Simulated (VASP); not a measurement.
Runs of VASP 6.6.1 on BaTiO3. The structure is that of space group P4mm (No. 99), or close to it. The cells are those of the table. 

```csv
task,cell,k mesh for the DOS,occupations for the DOS,gap on the mesh (eV),pressure (GPa),largest force (eV/Å)
single point,"a = 3.978, b = 3.978, c = 4.134 Å, 5 atoms",-,-,(b),3.7,0.07
single point,"a = 3.968, b = 3.968, c = 4.068 Å, 5 atoms",-,-,1.81,6.2,(a)
single point,"a = 3.981, b = 3.981, c = 4.380 Å, 5 atoms",-,-,1.79,-1.1,0.10
single point,"a = 3.986, b = 3.986, c = 4.285 Å, 5 atoms",-,-,1.78,0.0,0.09
```

Alike in all rows: level PBE; potentials or basis VASP PAW PBE potentials, release 64 (Ba_sv, Ti_sv, O); no spin polarisation; k mesh 8 × 8 × 8; cutoff (eV) 520; smearing gaussian 0.05 eV.

**Question.** Fill in the values left out.

**Answer.** (a) 0.06; (b) 1.80.

Caveats: spin-orbit coupling is left out, which moves the levels of the heavy elements.

A k mesh can miss the band edges, and the runs leave out spin-orbit coupling on Ba.
